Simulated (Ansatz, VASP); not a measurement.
**Two plane-wave programs on Ge**

```
Ge
1.0
     3.81710    0.00000    0.00000
    -1.90855    3.30571    0.00000
     0.00000    0.00000    6.29953
Ge
4
Direct
  0.66667 0.33333 0.06318
  0.33333 0.66667 0.56318
  0.66667 0.33333 0.43682
  0.33333 0.66667 0.93682
```

Change from the starting cell: equal strain along all axes, cell held, atoms relaxed: -4.5 %.

Alike in both runs: functional PBEsol; k mesh 18 × 18 × 8; occupations gaussian, width 0.1 eV; no spin polarisation.

Ansatz relaxed the structure, and its values are those at the end. VASP's run is a single point on that final structure, the one shown.

|  | VASP | Ansatz |
| --- | --- | --- |
| version | VASP 6.6.1 | Ansatz 0.2.0 |
| potentials or method | VASP PAW PBE potentials, release 64 (Ge_d), cutoff 520 eV | scalar-relativistic, plane waves, PAW |
| valence electrons in the cell | 56 | 56 |

```csv
,VASP,Ansatz,Ansatz less VASP
pressure (GPa),12.8,12.9,+0.11
```

VASP's potentials were made for PBE, not for PBEsol. Ansatz's warnings: stress scf threshold loose.
